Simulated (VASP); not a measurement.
Here is a VASP 6.6.1 calculation.

POSCAR

```
Ag
1.0
   -1.6556540000      1.6556540000      1.6556540000
    1.6556540000     -1.6556540000      1.6556540000
    3.3113080000      3.3113080000      0.0000000000
Ag
2
Direct
   -0.0106771521      0.0106771521      0.0000000000
    0.5106771521      0.4893228479      0.5000000000
```

The input INCAR.step1:

```
  PREC = Accurate
  ENCUT = 520
  ISMEAR = 0
  SIGMA = 0.15
  LREAL = False
  LASPH = True
  NELM = 80
  NBANDS = 18
  GGA = PE
  ALGO = Normal
  EDIFF = 1E-4
  LWAVE = True
  LCHARG = False
```

Contents of INCAR.step2:

```
  PREC = Accurate
  ENCUT = 520
  EDIFF = 1E-6
  ISMEAR = 0
  SIGMA = 0.15
  LREAL = False
  LASPH = True
  NELM = 80
  ALGO = Normal
  ISIF = 2
  LWAVE = False
  LCHARG = False
  METAGGA = R2SCAN
  LMIXTAU = True
  NBANDS = 18
  ISTART = 1
```

Contents of KPOINTS:

```
regular mesh
0
Gamma
  18 18 10
```

Potentials or basis: VASP PAW PBE potentials, release 64 (Ag).

The run is started by

```bash
$ cat potpaw_PBE.64/Ag/POTCAR > POTCAR
$ cp INCAR.step1 INCAR
$ mpirun -np 1 vasp_std > vasp.out
$ cp INCAR.step2 INCAR
$ mpirun -np 1 vasp_std > vasp.out
```

Q: Predict the largest force.

A: 0.013 eV/Å.

Q: What does it give for the pressure?

A: -3.6 GPa.

Q: Predict the band gap on the k mesh.

A: Zero (bands 11 and 12 overlap by 8.35 eV).

Forces in eV/Å, atoms in the order of the input:
```
Ag   0.009 -0.009  0.000
Ag  -0.009  0.009  0.000
```

Caveat: the cell stands under tension; the PAW data sets were made with another functional, which shifts forces and pressure a little.
